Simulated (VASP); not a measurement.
# KBr (Cm) in VASP: further runs

Runs on KBr. Level: LDA. Tasks: single point.

Everything below comes from runs of VASP 6.6.1. Logs are shortened: lines on timing, memory, paths and dates and some standing lists are left out, and cuts for length are marked.

### 1 The cell of the first run

It takes space group Cm (No. 8, monoclinic). The conventional cell has a = 5.718 Å, b = 5.718 Å, c = 4.043 Å, α = 90.00°, β = 90.00°, γ = 90.00°. Within 4.2 Å of K (site symmetry m) lie 8 Br at 3.17 to 3.83 Å and 6 K at 4.04 Å. Br (site symmetry m) has 8 K at 3.17 to 3.83 Å and 6 Br at 4.04 Å within 4.2 Å.

### 2 Single point, LDA (atom 1 (K) moved by (-0.300, -0.150) A along [1 1 0] and z)

Contents of INCAR:

```
SYSTEM = KBr
PREC     = Accurate       ! precision mode
ENCUT    = 520            ! plane-wave cutoff, eV
EDIFF    = 1E-7           ! SCF threshold, eV
ISMEAR   = 0              ! smearing method
SIGMA    = 0.05           ! smearing width, eV
LREAL    = .FALSE.        ! projectors in reciprocal space
LASPH    = .TRUE.         ! aspherical terms in the spheres
NELM     = 80             ! most SCF steps
ALGO     = Normal         ! electronic algorithm
ISIF     = 2              ! what is computed and relaxed
LWAVE    = .FALSE.        ! write WAVECAR
LCHARG   = .FALSE.        ! write CHGCAR
GGA      = CA             ! functional
NBANDS   = 15             ! bands
```

Contents of KPOINTS:

```
regular mesh
0
G
  6 6 6
  0 0 0
```

Contents of POSCAR:

```
KBr
1.0
    4.0434990000      0.0000000000      0.0000000000
    0.0000000000      4.0434990000      0.0000000000
    0.0000000000      0.0000000000      4.0434990000
K Br
1 1
Direct
   -0.0524624921     -0.0524624921     -0.0370965839
    0.5000000000      0.5000000000      0.5000000000
```

Potentials or basis: VASP PAW LDA potentials, release 64 (K_sv, Br).

Run with:

```bash
cat potpaw_LDA.64/K_sv/POTCAR potpaw_LDA.64/Br/POTCAR > POTCAR
mpirun -np 1 vasp_std > vasp.out
```

OUTCAR:

```text
SYSTEM = KBr
   PREC = Accurate
   ENCUT = 520
   EDIFF = 1E-7
   ISMEAR = 0
   LREAL = .FALSE.
   LASPH = .TRUE.
   NELM = 80
   ISIF = 2
   GGA = CA

 ion  position               nearest neighbor table
   1  0.948  0.948  0.963-   2 3.17
   2  0.500  0.500  0.500-   1 3.17

  LATTYP: Found a simple cubic cell.
 ALAT       =     4.0434990000

  Lattice vectors:

 A1 = (   4.0434990000,   0.0000000000,   0.0000000000)
 A2 = (   0.0000000000,   4.0434990000,   0.0000000000)
 A3 = (   0.0000000000,   0.0000000000,   4.0434990000)

Analysis of symmetry for initial positions (statically):
=====================================================================
 Subroutine PRICEL returns:
 Original cell was already a primitive cell.

 Routine SETGRP: Setting up the symmetry group for a
 simple cubic supercell.

 Subroutine GETGRP returns: Found  2 space group operations
 (whereof  2 operations were pure point group operations)
 out of a pool of 48 trial point group operations.

The static configuration has the point symmetry C_1h.

Analysis of symmetry for dynamics (positions and initial velocities):
=====================================================================
 Subroutine PRICEL returns:
 Original cell was already a primitive cell.

 Routine SETGRP: Setting up the symmetry group for a
 simple cubic supercell.

 Subroutine GETGRP returns: Found  2 space group operations
 (whereof  2 operations were pure point group operations)
 out of a pool of 48 trial point group operations.

The dynamic configuration has the point symmetry C_1h.

 Subroutine INISYM returns: Found  2 space group operations
 (whereof  2 operations are pure point group operations),
 and found     1 'primitive' translations

----------------------------------------------------------------------------------------

                                     Primitive cell

  volume of cell :      66.1107

  direct lattice vectors                    reciprocal lattice vectors
     4.043499000  0.000000000  0.000000000     0.247310559  0.000000000  0.000000000
     0.000000000  4.043499000  0.000000000     0.000000000  0.247310559  0.000000000
     0.000000000  0.000000000  4.043499000     0.000000000  0.000000000  0.247310559

  length of vectors
     4.043499000  4.043499000  4.043499000     0.247310559  0.247310559  0.247310559

  position of ions in fractional coordinates (direct lattice)
     0.947537508  0.947537508  0.962903416
     0.500000000  0.500000000  0.500000000

  ion indices of the primitive-cell ions
[... 86 lines left out ...]
   NELECT =      16.0000    total number of electrons
   NUPDOWN=      -1.0000    fix difference up-down
   EMIN   =  10.00;   EMAX   =-10.00  energy-range for DOS
   EFERMI =   0.00;   METHOD = LEGACY
   ISMEAR =     0;   SIGMA  =   0.05  broadening in eV -4-tet -1-fermi 0-gaus
   EFERMI_NEDOS =   21; number of points for ismear=-14 and -15
   IALGO  =     38    algorithm
   IMIX   =      4    mixing-type and parameters
     AMIX     =   0.40;   BMIX     =  1.00
     AMIX_MAG =   1.60;   BMIX_MAG =  1.00
  volume/ion in A,a.u.               =      33.06       223.07
  Fermi-wavevector in a.u.,A,eV,Ry     =   1.020213  1.927923 14.161412  1.040834
  Thomas-Fermi vector in A             =   2.153770
   LORBIT       =      0    0 simple, 1 ext, 2 COOP (PROOUT), +10 PAW based schemes
   GGA     = CA    functional components
   LHFCALC =     F    Hartree Fock is set to
   AEXX    =    0.0000 exact exchange contribution
   IVDW    =     0    specifies the selected vdW correction
   LEPSILON=     F    determine dielectric tensor
   LRPA    =     F    only Hartree local field effects (RPA)
 non-spin polarized calculation
 Gauss-broadening in eV      SIGMA  =   0.05
  energy-cutoff  :      520.00
  volume of cell :       66.11
 maximum number of plane-waves:      1800
   NGX = 15   NGY = 15   NGZ = 15

 number of electron      15.9999997 magnetization

 Free energy of the ion-electron system (eV)
  ---------------------------------------------------
  ext. energy  EPLUGINS =         0.00000000
  ---------------------------------------------------
  free energy    TOTEN  =        -6.66266257 eV

  energy without entropy =       -6.66266257  energy(sigma->0) =       -6.66266257

 E-fermi :  -0.6829     XC(G=0):  -8.2982

 val. band max:       -0.9716293460   @ k =   0.0000   0.5000   0.5000
 cond. band min:       2.5608070447   @ k =   0.0000   0.0000   0.0000
 fundamental gap:      3.5324363906
 Fermi energy:        -0.6828653341

 k-point     1 :       0.0000    0.0000    0.0000
  band No.  band energies     occupation
      1     -29.1618      2.00000
      2     -13.7866      2.00000
      3     -12.8231      2.00000
      4     -12.8230      2.00000
      5     -12.7978      2.00000
      6      -1.2412      2.00000
      7      -1.2362      2.00000
      8      -1.2124      2.00000
      9       2.5608      0.00000
     10       4.7219      0.00000
     11       4.7730      0.00000
     12       8.5657      0.00000
     13       8.6601      0.00000
     14       8.6695      0.00000
[... 401 lines left out ...]
      2     -13.7340      2.00000
      3     -12.9438      2.00000
      4     -12.8000      2.00000
      5     -12.7502      2.00000
      6      -2.3540      2.00000
      7      -2.1346      2.00000
      8      -1.0684      2.00000
      9       4.6451      0.00000
     10       5.3875      0.00000
     11       7.1436      0.00000
     12       7.4755      0.00000
     13       7.9373      0.00000
     14       8.0365      0.00000
     15       9.6013      0.00000

 [... further k-points ...]

------------------------ aborting loop because EDIFF is reached ----------------------------------------

  FORCE on cell =-STRESS in cart. coord.  units (eV):
  Direction    XX          YY          ZZ          XY          YZ          ZX
  --------------------------------------------------------------------------------------
  -------------------------------------------------------------------------------------
  Total       -0.8636464     -0.8636464     -0.8618330      0.1631146      0.1233283      0.1233283
  in kB      -20.9302560    -20.9302560    -20.8863089      3.9530417      2.9888296      2.9888295
  external PRESSURE =     -20.9156070 kB  Pullay stress =       0.0000000 kB

 VOLUME and BASIS-vectors are now :
 -----------------------------------------------------------------------------
  energy-cutoff  :      520.00
  volume of cell :       66.11
      direct lattice vectors                 reciprocal lattice vectors
     4.043499000  0.000000000  0.000000000     0.247310559  0.000000000  0.000000000
     0.000000000  4.043499000  0.000000000     0.000000000  0.247310559  0.000000000
     0.000000000  0.000000000  4.043499000     0.000000000  0.000000000  0.247310559

 POSITION                                       TOTAL-FORCE (eV/Angst)
 -----------------------------------------------------------------------------------
      3.83137      3.83137      3.89350         0.101383      0.101383      0.079928
      2.02175      2.02175      2.02175        -0.101383     -0.101383     -0.079928
 -----------------------------------------------------------------------------------
    total drift:                               -0.000008     -0.000008      0.000073

  FREE ENERGIE OF THE ION-ELECTRON SYSTEM (eV)
  ---------------------------------------------------
  free  energy   TOTEN  =        -6.6626625737 eV

  energy  without entropy=       -6.6626625737  energy(sigma->0) =       -6.66266257
```

OSZICAR:

```text
N       E                     dE             d eps       ncg     rms          rms(c)
DAV:   1     0.911303238344E+02    0.91130E+02   -0.65533E+03  2040   0.907E+02
DAV:   2    -0.344887939070E+00   -0.91475E+02   -0.84945E+02  2603   0.235E+02
DAV:   3    -0.661159459101E+01   -0.62667E+01   -0.62314E+01  3220   0.502E+01
DAV:   4    -0.687621151237E+01   -0.26462E+00   -0.26456E+00  2771   0.829E+00
DAV:   5    -0.687881344170E+01   -0.26019E-02   -0.26019E-02  3125   0.787E-01    0.291E+00
DAV:   6    -0.670033936673E+01    0.17847E+00   -0.14415E-01  2593   0.231E+00    0.217E+00
DAV:   7    -0.666453693528E+01    0.35802E-01   -0.67706E-02  2677   0.174E+00    0.108E+00
DAV:   8    -0.666274400320E+01    0.17929E-02   -0.13024E-02  2898   0.807E-01    0.161E-01
DAV:   9    -0.666263191405E+01    0.11209E-03   -0.57473E-04  2651   0.158E-01    0.668E-02
DAV:  10    -0.666266419789E+01   -0.32284E-04   -0.89596E-05  2504   0.743E-02    0.198E-02
DAV:  11    -0.666266245779E+01    0.17401E-05   -0.79585E-06  2699   0.172E-02    0.665E-03
DAV:  12    -0.666266251735E+01   -0.59560E-07   -0.10462E-06  2600   0.851E-03    0.158E-03
DAV:  13    -0.666266257366E+01   -0.56315E-07   -0.67455E-08  2112   0.196E-03
   1 F= -.66626626E+01 E0= -.66626626E+01  d E =-.917512E-18
```

Wall time 51 s (1 thread of Intel Xeon Platinum 8259CL at 2.50GHz (Skylake/Cascade Lake), shared host); peak memory 0.19 GiB.

What came out:

```yaml
Free_energy: -6.6627 eV
Pressure: -2.1 GPa
Largest_force: 0.164 eV/Å
Band_gap_on_the_k_mesh: 3.53 eV, indirect (least direct gap 3.77 eV)
```

Forces on the atoms (eV/Å):
```
K    0.101  0.101  0.080
Br  -0.101 -0.101 -0.080
```

Stress tensor (GPa, compression positive):
```
-2.09  0.40  0.30
 0.40 -2.09  0.30
 0.30  0.30 -2.09
```

Caveat: the cell differs from its parent crystal (atom 1 (K) moved by (-0.300, -0.150) A along [1 1 0] and z).

### 3 Single point, LDA (atom 1 (K) moved by (-0.150, -0.150) A along [1 1 0] and z)

Contents of INCAR:

```
PREC     = Accurate       # precision mode
ENCUT    = 520            # plane-wave cutoff, eV
EDIFF    = 1E-6           # SCF threshold, eV
ISMEAR   = 0              # smearing method
SIGMA    = 0.05           # smearing width, eV
LREAL    = False          # projectors in reciprocal space
LASPH    = True           # aspherical terms in the spheres
NELM     = 100            # most SCF steps
ALGO     = Normal         # electronic algorithm
ISIF     = 2              # what is computed and relaxed
LWAVE    = False          # write WAVECAR
LCHARG   = False          # write CHGCAR
NBANDS   = 15             # bands
```

Contents of KPOINTS:

```
regular mesh
0
Gamma
  6 6 6
```

Edit POSCAR of step 2 so:

```diff
@@ -8,3 +8,3 @@
 Direct
-   -0.0524624921     -0.0524624921     -0.0370965839
+   -0.0262312461     -0.0262312461     -0.0370965839
     0.5000000000      0.5000000000      0.5000000000
```

Potentials or basis: VASP PAW LDA potentials, release 64 (K_sv, Br).

Run with:

```bash
cat potpaw_LDA.64/K_sv/POTCAR potpaw_LDA.64/Br/POTCAR > POTCAR
mpirun -np 1 vasp_std > vasp.out
```

OUTCAR:

```text
PREC = Accurate
   ENCUT = 520
   EDIFF = 1E-6
   ISMEAR = 0
   LREAL = False
   LASPH = True
   NELM = 100
   ISIF = 2

 ion  position               nearest neighbor table
   1  0.974  0.974  0.963-   2 3.29
   2  0.500  0.500  0.500-   1 3.29

  LATTYP: Found a simple cubic cell.
 ALAT       =     4.0434990000

  Lattice vectors:

 A1 = (   4.0434990000,   0.0000000000,   0.0000000000)
 A2 = (   0.0000000000,   4.0434990000,   0.0000000000)
 A3 = (   0.0000000000,   0.0000000000,   4.0434990000)

Analysis of symmetry for initial positions (statically):
=====================================================================
 Subroutine PRICEL returns:
 Original cell was already a primitive cell.

 Routine SETGRP: Setting up the symmetry group for a
 simple cubic supercell.

 Subroutine GETGRP returns: Found  2 space group operations
 (whereof  2 operations were pure point group operations)
 out of a pool of 48 trial point group operations.

The static configuration has the point symmetry C_1h.

Analysis of symmetry for dynamics (positions and initial velocities):
=====================================================================
 Subroutine PRICEL returns:
 Original cell was already a primitive cell.

 Routine SETGRP: Setting up the symmetry group for a
 simple cubic supercell.

 Subroutine GETGRP returns: Found  2 space group operations
 (whereof  2 operations were pure point group operations)
 out of a pool of 48 trial point group operations.

The dynamic configuration has the point symmetry C_1h.

 Subroutine INISYM returns: Found  2 space group operations
 (whereof  2 operations are pure point group operations),
 and found     1 'primitive' translations

----------------------------------------------------------------------------------------

                                     Primitive cell

  volume of cell :      66.1107

  direct lattice vectors                    reciprocal lattice vectors
     4.043499000  0.000000000  0.000000000     0.247310559  0.000000000  0.000000000
     0.000000000  4.043499000  0.000000000     0.000000000  0.247310559  0.000000000
[... 118 lines left out ...]
  energy-cutoff  :      520.00
  volume of cell :       66.11
 maximum number of plane-waves:      1800
   NGX = 15   NGY = 15   NGZ = 15

 number of electron      15.9999995 magnetization

 Free energy of the ion-electron system (eV)
  ---------------------------------------------------
  ext. energy  EPLUGINS =         0.00000000
  ---------------------------------------------------
  free energy    TOTEN  =        -6.67710973 eV

  energy without entropy =       -6.67710973  energy(sigma->0) =       -6.67710973

 E-fermi :  -0.6471     XC(G=0):  -8.3096

 val. band max:       -0.9440396143   @ k =   0.5000   0.5000   0.0000
 cond. band min:       2.5570981166   @ k =   0.0000   0.0000   0.0000
 fundamental gap:      3.5011377309
 Fermi energy:        -0.6471432226

 k-point     1 :       0.0000    0.0000    0.0000
  band No.  band energies     occupation
      1     -29.1851      2.00000
      2     -13.7568      2.00000
      3     -12.8443      2.00000
      4     -12.8442      2.00000
      5     -12.8343      2.00000
      6      -1.2142      2.00000
      7      -1.2120      2.00000
      8      -1.2031      2.00000
      9       2.5571      0.00000
     10       4.6776      0.00000
     11       4.7036      0.00000
     12       8.5742      0.00000
     13       8.6147      0.00000
     14       8.6176      0.00000
[... 401 lines left out ...]
      2     -13.7034      2.00000
      3     -12.9616      2.00000
      4     -12.8172      2.00000
      5     -12.7911      2.00000
      6      -2.3476      2.00000
      7      -2.1282      2.00000
      8      -1.0543      2.00000
      9       4.6684      0.00000
     10       5.3654      0.00000
     11       7.2042      0.00000
     12       7.4603      0.00000
     13       7.8708      0.00000
     14       7.9210      0.00000
     15       9.6330      0.00000

 [... further k-points ...]

------------------------ aborting loop because EDIFF is reached ----------------------------------------

  FORCE on cell =-STRESS in cart. coord.  units (eV):
  Direction    XX          YY          ZZ          XY          YZ          ZX
  --------------------------------------------------------------------------------------
  -------------------------------------------------------------------------------------
  Total       -0.9949162     -0.9949162     -0.9933132      0.0404991      0.0552771      0.0552771
  in kB      -24.1115471    -24.1115471    -24.0726984      0.9814844      1.3396275      1.3396277
  external PRESSURE =     -24.0985975 kB  Pullay stress =       0.0000000 kB

 VOLUME and BASIS-vectors are now :
 -----------------------------------------------------------------------------
  energy-cutoff  :      520.00
  volume of cell :       66.11
      direct lattice vectors                 reciprocal lattice vectors
     4.043499000  0.000000000  0.000000000     0.247310559  0.000000000  0.000000000
     0.000000000  4.043499000  0.000000000     0.000000000  0.247310559  0.000000000
     0.000000000  0.000000000  4.043499000     0.000000000  0.000000000  0.247310559

 POSITION                                       TOTAL-FORCE (eV/Angst)
 -----------------------------------------------------------------------------------
      3.93743      3.93743      3.89350         0.039999      0.039999      0.052964
      2.02175      2.02175      2.02175        -0.039999     -0.039999     -0.052964
 -----------------------------------------------------------------------------------
    total drift:                               -0.000211     -0.000211     -0.000273

  FREE ENERGIE OF THE ION-ELECTRON SYSTEM (eV)
  ---------------------------------------------------
  free  energy   TOTEN  =        -6.6771097324 eV

  energy  without entropy=       -6.6771097324  energy(sigma->0) =       -6.67710973
```

stdout:

```text
POSCAR found type information on POSCAR K Br
 POSCAR found :  2 types and       2 ions
 scaLAPACK will be used
 LDA part: xc-table for (Slater(with rela. corr.)+CA(PZ))
 , standard interpolation
 POSCAR, INCAR and KPOINTS ok, starting setup
 FFT: planning ... GRIDC
 FFT: planning ... GRID_SOFT
 FFT: planning ... GRID
 WAVECAR not read
 entering main loop
```

Wall time 47 s (1 thread of Intel Xeon Platinum 8259CL at 2.50GHz (Skylake/Cascade Lake), shared host); peak memory 0.19 GiB.

Results:

```yaml
Free_energy: -6.6771 eV
Pressure: -2.4 GPa
Largest_force: 0.077 eV/Å
Band_gap_on_the_k_mesh: 3.50 eV, indirect (least direct gap 3.76 eV)
```

Forces in eV/Å, atoms in the order of the input:
```
K    0.040  0.040  0.053
Br  -0.040 -0.040 -0.053
```

Stress tensor (GPa, compression positive):
```
-2.41  0.10  0.13
 0.10 -2.41  0.13
 0.13  0.13 -2.41
```

Levels at points of the mesh, in eV from the valence-band top:
| k point | band 4 | band 5 | band 6 | band 7 | band 8 | band 9 | band 10 | band 11 | band 12 | band 13 |
| --- | --- | --- | --- | --- | --- | --- | --- | --- | --- | --- |
| (0.00, 0.00, 0.00) | -11.90 | -11.89 | -0.27 | -0.27 | -0.26 | 3.50 | 5.62 | 5.65 | 9.52 | 9.56 |
| (0.50, 0.00, 0.00) | -11.88 | -11.73 | -2.01 | -0.24 | -0.23 | 6.16 | 6.87 | 7.34 | 8.50 | 9.53 |
| (0.00, 0.00, 0.50) | -11.88 | -11.74 | -2.01 | -0.24 | -0.23 | 6.17 | 6.86 | 7.36 | 8.59 | 9.50 |
| (0.50, 0.50, 0.00) | -12.03 | -11.86 | -1.41 | -1.41 | 0.00 | 4.93 | 6.29 | 7.88 | 7.89 | 9.93 |
| (0.00, 0.50, 0.50) | -12.02 | -11.86 | -1.41 | -1.41 | 0.00 | 4.93 | 6.27 | 7.87 | 7.90 | 9.89 |
| (0.50, 0.50, 0.50) | -12.02 | -12.02 | -1.45 | -1.45 | -1.44 | 7.05 | 7.08 | 7.11 | 9.24 | 9.28 |

Caveat: the cell differs from its parent crystal (atom 1 (K) moved by (-0.150, -0.150) A along [1 1 0] and z).
